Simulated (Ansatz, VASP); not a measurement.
**One calculation of BeF3, two programs**

```xyz
8
Lattice="0.0000 2.8560 9.9034 3.0001 0.0000 9.9034 3.0001 2.8560 0.0000" Properties=species:S:1:pos:R:3 pbc="T T T"
Be    3.0001    2.8560   13.3993
Be    3.0001    2.8560    6.4075
F     3.0001    4.2469   13.3480
F     3.0001    1.4651   13.3480
F     3.0001    4.2469    6.4588
F     3.0001    1.4651    6.4588
F     3.0001    0.7068    9.9034
F     3.0001    5.0052    9.9034
```

Alike in both runs: functional PBE; k mesh 6 × 6 × 6; occupations gaussian, width 0.02 eV; no spin polarisation.

Ansatz relaxed the structure, and its values are those at the end. VASP's run is a single point on that final structure, the one shown.

|  | VASP | Ansatz |
| --- | --- | --- |
| version | VASP 6.6.1 | Ansatz 0.2.0 |
| potentials or method | VASP PAW PBE potentials, release 64 (Be, F), cutoff 520 eV | scalar-relativistic, plane waves, PAW |
| valence electrons in the cell | 46 | 46 |

VASP gave:

```
gap on the k mesh at the Fermi level (eV) : 2.89
least direct gap on the mesh (eV)         : 2.97
pressure (GPa)                            : -0.2
rms of the force components (eV/Å)        : 0.112
```

Question: Estimate Ansatz's values.

Answer: gap on the k mesh at the Fermi level (eV): 2.97; least direct gap on the mesh (eV): 3.05; pressure (GPa): 0.0; rms of the force components (eV/Å): 0.002.

With one functional, cell and mesh, what is left measures potentials, basis and numerics.
